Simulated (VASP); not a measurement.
# AlGa3N4 (P-43m) in VASP: notebook

Runs on AlGa3N4. Level: PBEsol. Tasks: relaxation of cell and atoms, relaxation of the atoms, single point.

Program: VASP 6.6.1. These are calculated values, not measurements. Logs are shortened: lines on timing, memory, paths and dates and some standing lists are left out, and cuts for length are marked.

**1. The cell of the first run**

It takes space group P-43m (No. 215, cubic). Conventional cell: a = 4.453 Å, b = 4.453 Å, c = 4.453 Å, α = 90.00°, β = 90.00°, γ = 90.00°. Within 2.5 Å of Al (site symmetry -43m) lie 4 N at 1.89 Å. Ga (site symmetry -42m) has 4 N at 1.94 Å within 2.6 Å. Within 2.5 Å of N (site symmetry 3m) lie 1 Al at 1.89 Å and 3 Ga at 1.94 Å.

**2. Relaxation of cell and atoms, PBEsol, target pressure 1 GPa, at which the enthalpy is minimised**

Input file INCAR:

```
SYSTEM = AlGa3N4
  PREC = Accurate
  ENCUT = 600
  EDIFF = 1E-6
  ISMEAR = 0
  SIGMA = 0.02
  LREAL = .FALSE.
  LASPH = .TRUE.
  NELM = 100
  ALGO = Normal
  ISIF = 3
  LWAVE = .FALSE.
  LCHARG = .FALSE.
  GGA = PS
  IBRION = 2
  NSW = 70
  EDIFFG = -0.008
  PSTRESS = 10.0
```

Input file KPOINTS:

```
Automatic mesh
0
G
  6 6 6
  0 0 0
```

Input file POSCAR:

```
AlGa3N4
1.0
    4.4528743923      0.0000000000      0.0000000000
    0.0000000000      4.4528743923      0.0000000000
    0.0000000000      0.0000000000      4.4528743923
Al Ga N
1 3 4
Direct
    0.0000000000      0.0000000000      0.0000000000
    0.5000000000      0.5000000000      0.0000000000
    0.5000000000      0.0000000000      0.5000000000
    0.0000000000      0.5000000000      0.5000000000
    0.7550309210      0.7550309210      0.2449690790
    0.7550309210      0.2449690790      0.7550309210
    0.2449690790      0.7550309210      0.7550309210
    0.2449690790      0.2449690790      0.2449690790
```

Potentials or basis: VASP PAW PBE potentials, release 64 (Al, Ga_d, N).

Started as:

```bash
$ cat potpaw_PBE.64/Al/POTCAR potpaw_PBE.64/Ga_d/POTCAR potpaw_PBE.64/N/POTCAR > POTCAR
$ mpirun -np 1 vasp_std > vasp.out
```

OUTCAR:

```text
SYSTEM = AlGa3N4
   PREC = Accurate
   ENCUT = 600
   EDIFF = 1E-6
   ISMEAR = 0
   LREAL = .FALSE.
   LASPH = .TRUE.
   NELM = 100
   ISIF = 3
   GGA = PS
   IBRION = 2
   NSW = 70
   EDIFFG = -0.008
   PSTRESS = 10.0

 ion  position               nearest neighbor table
   1  0.000  0.000  0.000-   5 1.89   6 1.89   7 1.89   8 1.89
   2  0.500  0.500  0.000-   5 1.94   6 1.94   7 1.94   8 1.94
   3  0.500  0.000  0.500-   5 1.94   6 1.94   7 1.94   8 1.94
   4  0.000  0.500  0.500-   5 1.94   6 1.94   7 1.94   8 1.94
   5  0.755  0.755  0.245-   1 1.89   2 1.94   3 1.94   4 1.94
   6  0.755  0.245  0.755-   1 1.89   2 1.94   3 1.94   4 1.94
   7  0.245  0.755  0.755-   1 1.89   2 1.94   3 1.94   4 1.94
   8  0.245  0.245  0.245-   1 1.89   2 1.94   3 1.94   4 1.94

  LATTYP: Found a simple cubic cell.
 ALAT       =     4.4528743923

  Lattice vectors:

 A1 = (   4.4528743923,   0.0000000000,   0.0000000000)
 A2 = (   0.0000000000,   4.4528743923,   0.0000000000)
 A3 = (   0.0000000000,   0.0000000000,   4.4528743923)

Analysis of symmetry for initial positions (statically):
=====================================================================
 Subroutine PRICEL returns:
 Original cell was already a primitive cell.

 Routine SETGRP: Setting up the symmetry group for a
 simple cubic supercell.

 Subroutine GETGRP returns: Found 24 space group operations
 (whereof 24 operations were pure point group operations)
 out of a pool of 48 trial point group operations.

The static configuration has the point symmetry T_d .

Analysis of symmetry for dynamics (positions and initial velocities):
=====================================================================
 Subroutine PRICEL returns:
 Original cell was already a primitive cell.

 Routine SETGRP: Setting up the symmetry group for a
 simple cubic supercell.

 Subroutine GETGRP returns: Found 24 space group operations
 (whereof 24 operations were pure point group operations)
 out of a pool of 48 trial point group operations.

The dynamic configuration has the point symmetry T_d .

 Subroutine INISYM returns: Found 24 space group operations
 (whereof 24 operations are pure point group operations),
 and found     1 'primitive' translations

----------------------------------------------------------------------------------------

                                     Primitive cell

  volume of cell :      88.2920

  direct lattice vectors                    reciprocal lattice vectors
     4.452874392  0.000000000  0.000000000     0.224574042  0.000000000  0.000000000
     0.000000000  4.452874392  0.000000000     0.000000000  0.224574042  0.000000000
     0.000000000  0.000000000  4.452874392     0.000000000  0.000000000  0.224574042

  length of vectors
     4.452874392  4.452874392  4.452874392     0.224574042  0.224574042  0.224574042

  position of ions in fractional coordinates (direct lattice)
     0.000000000  0.000000000  0.000000000
     0.500000000  0.500000000  0.000000000
     0.500000000  0.000000000  0.500000000
     0.000000000  0.500000000  0.500000000
     0.755030921  0.755030921  0.244969079
     0.755030921  0.244969079  0.755030921
     0.244969079  0.755030921  0.755030921
     0.244969079  0.244969079  0.244969079

  ion indices of the primitive-cell ions
   primitive index   ion index
                 1           1
                 2           2
                 3           3
                 4           4
                 5           5
                 6           6
                 7           7
                 8           8

----------------------------------------------------------------------------------------

 KPOINTS: Automatic mesh

Automatic generation of k-mesh.
 Grid dimensions read from file:
 generate k-points for:    6    6    6

 Generating k-lattice:

  Cartesian coordinates                     Fractional coordinates (reciprocal lattice)
     0.037429007  0.000000000  0.000000000     0.166666667  0.000000000  0.000000000
     0.000000000  0.037429007  0.000000000     0.000000000  0.166666667  0.000000000
     0.000000000  0.000000000  0.037429007     0.000000000  0.000000000  0.166666667

  Length of vectors
     0.037429007  0.037429007  0.037429007

  Shift w.r.t. Gamma in fractional coordinates (k-lattice)
     0.000000000  0.000000000  0.000000000

 Subroutine IBZKPT returns following result:
 ===========================================

 Found     20 irreducible k-points:

 Following reciprocal coordinates:
            Coordinates               Weight
  0.000000  0.000000  0.000000      1.000000
  0.166667  0.000000  0.000000      6.000000
  0.333333  0.000000  0.000000      6.000000
  0.500000  0.000000  0.000000      3.000000
  0.166667  0.166667  0.000000     12.000000
  0.333333  0.166667  0.000000     24.000000
[... 12 lines left out ...]
  0.500000  0.500000  0.333333      6.000000
  0.500000  0.500000  0.500000      1.000000
   k-points           NKPTS =     20   k-points in BZ     NKDIM =     20   number of bands    NBANDS=     37
   number of dos      NEDOS =    301   number of ions     NIONS =      8
   total plane-waves  NPLWV =  46656
   dimension x,y,z NGX =    36 NGY =   36 NGZ =   36
   dimension x,y,z NGXF=    72 NGYF=   72 NGZF=   72
   ions per type =               1   3   4
   NGX,Y,Z   is equivalent  to a cutoff of  13.44, 13.44, 13.44 a.u.
   NGXF,Y,Z  is equivalent  to a cutoff of  26.88, 26.88, 26.88 a.u.
 SYSTEM =  AlGa3N4
   PREC   = accura    normal or accurate (medium, high low for compatibility)
   ISTART =      0    job   : 0-new  1-cont  2-samecut
   ICHARG =      2    charge: 1-file 2-atom 10-const
   ISPIN  =      1    spin polarized calculation?
   LNONCOLLINEAR =      F non collinear calculations
   LSORBIT =      F    spin-orbit coupling
   LASPH  =      T    aspherical Exc in radial PAW
   ENCUT  =  600.0 eV  44.10 Ry    6.64 a.u.   8.89  8.89  8.89*2*pi/ulx,y,z
   NELM   =    100;   NELMIN=  2; NELMDL= -5     # of ELM steps
   EDIFF  = 0.1E-05   stopping-criterion for ELM
   LREAL  =      F    real-space projection
   EDIFFG = -.8E-02   stopping-criterion for IOM
   NSW    =     70    number of steps for IOM
   IBRION =      2    ionic relax: 0-MD 1-quasi-New 2-CG
   NFREE  =      1    steps in history (QN), initial steepest desc. (CG)
   ISIF   =      3    stress and relaxation
   ISYM   =      2    0-nonsym 1-usesym 2-fastsym
   POTIM  = 0.5000    time-step for ionic-motion
   TEBEG  =    0.0;   TEEND  =   0.0 temperature during run
   PSTRESS=   10.0 pullay stress
   NELECT =      62.0000    total number of electrons
   NUPDOWN=      -1.0000    fix difference up-down
   EMIN   =  10.00;   EMAX   =-10.00  energy-range for DOS
   EFERMI =   0.00;   METHOD = LEGACY
   ISMEAR =     0;   SIGMA  =   0.02  broadening in eV -4-tet -1-fermi 0-gaus
   EFERMI_NEDOS =   21; number of points for ismear=-14 and -15
   IALGO  =     38    algorithm
   IMIX   =      4    mixing-type and parameters
     AMIX     =   0.40;   BMIX     =  1.00
     AMIX_MAG =   1.60;   BMIX_MAG =  1.00
  volume/ion in A,a.u.               =      11.04        74.48
  Fermi-wavevector in a.u.,A,eV,Ry     =   1.455118  2.749775 28.808555  2.117369
  Thomas-Fermi vector in A             =   2.572190
   LORBIT       =      0    0 simple, 1 ext, 2 COOP (PROOUT), +10 PAW based schemes
   GGA     = PS    functional components
   LHFCALC =     F    Hartree Fock is set to
   AEXX    =    0.0000 exact exchange contribution
   IVDW    =     0    specifies the selected vdW correction
   LEPSILON=     F    determine dielectric tensor
   LRPA    =     F    only Hartree local field effects (RPA)
 conjugate gradient relaxation of ions
 non-spin polarized calculation
 Gauss-broadening in eV      SIGMA  =   0.02
  energy-cutoff  :      600.00
  volume of cell :       88.29
 maximum number of plane-waves:      3016
 NGX is ok and might be reduce to    36
   NGX = 17   NGY = 17   NGZ = 17

--------------------------------------- Ionic step        1  -------------------------------------------

 number of electron      61.9999951 magnetization

 Free energy of the ion-electron system (eV)
  ---------------------------------------------------
  ext. energy  EPLUGINS =         0.00000000
  ---------------------------------------------------
  free energy    TOTEN  =       -54.96979161 eV

  energy without entropy =      -54.96979161  energy(sigma->0) =      -54.96979161

------------------------ aborting loop because EDIFF is reached ----------------------------------------

  FORCE on cell =-STRESS in cart. coord.  units (eV):
  Direction    XX          YY          ZZ          XY          YZ          ZX
  --------------------------------------------------------------------------------------
  -------------------------------------------------------------------------------------
  Total        0.9169841      0.9169841      0.9169841     -0.0000000      0.0000000      0.0000000
  in kB       16.6399138     16.6399138     16.6399138     -0.0000000      0.0000000      0.0000000
  external PRESSURE =       6.6399138 kB  Pullay stress =      10.0000000 kB

 VOLUME and BASIS-vectors are now :
 -----------------------------------------------------------------------------
  energy-cutoff  :      600.00
  volume of cell :       88.29
      direct lattice vectors                 reciprocal lattice vectors
     4.452874392  0.000000000  0.000000000     0.224574042  0.000000000  0.000000000
     0.000000000  4.452874392  0.000000000     0.000000000  0.224574042  0.000000000
     0.000000000  0.000000000  4.452874392     0.000000000  0.000000000  0.224574042
[... 58 lines left out ...]
  FREE ENERGIE OF THE ION-ELECTRON SYSTEM (eV)
  ---------------------------------------------------
  free  energy   TOTEN  =       -54.9733004077 eV

  energy  without entropy=      -54.9733004077  energy(sigma->0) =      -54.97330041

  enthalpy is  TOTEN    =       -54.4185693696 eV   P V=        0.5547310380

--------------------------------------- Ionic step        3  -------------------------------------------

 number of electron      61.9999954 magnetization

 Free energy of the ion-electron system (eV)
  ---------------------------------------------------
  ext. energy  EPLUGINS =         0.00000000
  ---------------------------------------------------
  free energy    TOTEN  =       -54.97199443 eV

  energy without entropy =      -54.97199443  energy(sigma->0) =      -54.97199443

 E-fermi :   5.5393     XC(G=0): -11.7788

 val. band max:        5.3872719516   @ k =   0.0000   0.0000   0.0000
 cond. band min:       7.7445366675   @ k =   0.0000   0.0000   0.0000
 fundamental gap:      2.3572647160
 Fermi energy:         5.5393015881

 k-point     1 :       0.0000    0.0000    0.0000
  band No.  band energies     occupation
      1     -10.3539      2.00000
      2      -9.0247      2.00000
      3      -9.0247      2.00000
      4      -9.0247      2.00000
      5      -7.7293      2.00000
      6      -7.7065      2.00000
[... 811 lines left out ...]
 POSITION                                       TOTAL-FORCE (eV/Angst)
 -----------------------------------------------------------------------------------
      0.00000      0.00000     -0.00000        -0.000000     -0.000000      0.000000
      2.22870      2.22870     -0.00000        -0.000000     -0.000000      0.000000
      2.22870      0.00000      2.22870        -0.000000     -0.000000      0.000000
      0.00000      2.22870      2.22870        -0.000000     -0.000000      0.000000
      3.36535      3.36535      1.09204        -0.002198     -0.002198      0.002198
      3.36535      1.09204      3.36535        -0.002198      0.002198     -0.002198
      1.09204      3.36535      3.36535         0.002198     -0.002198     -0.002198
      1.09204      1.09204      1.09204         0.002198      0.002198      0.002198
 -----------------------------------------------------------------------------------
    total drift:                               -0.000000     -0.000000     -0.000000

  FREE ENERGIE OF THE ION-ELECTRON SYSTEM (eV)
  ---------------------------------------------------
  free  energy   TOTEN  =       -54.9719944257 eV

  energy  without entropy=      -54.9719944257  energy(sigma->0) =      -54.97199443

  enthalpy is  TOTEN    =       -54.4192386143 eV   P V=        0.5527558115

 reached required accuracy - stopping structural energy minimisation
```

Wall time 5 min (1 thread of AMD EPYC 7R13, shared host); peak memory 0.22 GiB.

What came out:

```
Free energy                                            : -54.9720 eV
Relaxed volume                                         : 11.07 Å³/atom
Relaxed cell                                           : a = 4.457 Å, b = 4.457 Å, c = 4.457 Å, α = 90.00°, β = 90.00°, γ = 90.00°
Space group after relaxing (to 0.05 Å)                 : P-43m (No. 215)
Energy change on relaxing (the enthalpy is what falls) : -0.3 meV/atom
Ionic steps                                            : 3
Pressure after relaxing                                : 1.0 GPa
Largest force after relaxing                           : 0.004 eV/Å
Band gap on the k mesh                                 : 2.36 eV, direct
```

Forces on the atoms (eV/Å):
```
Al   0.000  0.000  0.000
Ga   0.000  0.000  0.000
Ga   0.000  0.000  0.000
Ga   0.000  0.000  0.000
N   -0.002 -0.002  0.002
N   -0.002  0.002 -0.002
N    0.002 -0.002 -0.002
N    0.002  0.002  0.002
```

The path:
| step | energy change (eV) | largest force (eV/Å) | pressure (GPa) | volume (Å³) |
| --- | --- | --- | --- | --- |
| 1 | 0.0000 | 0.0094 | 1.66 | 88.29 |
| 2 | -0.0035 | 0.0022 | 0.31 | 88.88 |
| 3 | -0.0022 | 0.0038 | 1.01 | 88.56 |

Final structure:
```
CELL_PARAMETERS angstrom
4.45740 0.00000 0.00000
0.00000 4.45740 0.00000
0.00000 0.00000 4.45740
ATOMIC_POSITIONS crystal
Al 0.00000 0.00000 0.00000
Ga 0.50000 0.50000 0.00000
Ga 0.50000 0.00000 0.50000
Ga 0.00000 0.50000 0.50000
N 0.75500 0.75500 0.24500
N 0.75500 0.24500 0.75500
N 0.24500 0.75500 0.75500
N 0.24500 0.24500 0.24500
```

Caveat: the cell is relaxed towards a set pressure, so the enthalpy falls and the energy may rise; the PAW data sets were made with another functional, which shifts forces and pressure a little.

(Continued in part 2 of 3.)
